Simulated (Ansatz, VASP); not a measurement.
**One calculation of MgO, two programs**

```xyz
6
Lattice="2.9819 0.0000 0.0000 -1.4909 2.5824 0.0000 0.0000 0.0000 7.3041" Properties=species:S:1:pos:R:3 pbc="T T T"
Mg    0.0000    0.0000    0.0000
Mg    0.0000    1.7216    2.4347
Mg    1.4909    0.8608    4.8694
O     1.4909    0.8608    1.2173
O     0.0000    0.0000    3.6520
O     0.0000    1.7216    6.0867
```

Alike in both runs: task relaxation of cell and atoms; functional PBEsol; k mesh 12 × 12 × 4; occupations gaussian, width 0.02 eV; no spin polarisation.

```csv
,VASP,Ansatz
version,VASP 6.6.1,Ansatz 0.2.0
potentials or method,"VASP PAW PBE potentials, release 64 (Mg, O), cutoff 600 eV","scalar-relativistic, plane waves, PAW"
valence electrons in the cell,24,48
```

```csv
,VASP,Ansatz,Ansatz less VASP
"gap on the k mesh at the Fermi level, each at its own relaxed structure (eV)",4.67,4.62,-0.046
relaxed volume (Å³/atom),9.31,9.36,+0.043
relaxed cell length with the largest relative difference (Å),7.288,7.299,+0.0112
```

VASP's potentials were made for PBE, not for PBEsol. VASP's potentials hold 24 valence electrons a cell and Ansatz's 48, so a difference there can come from the potentials and not from the codes.
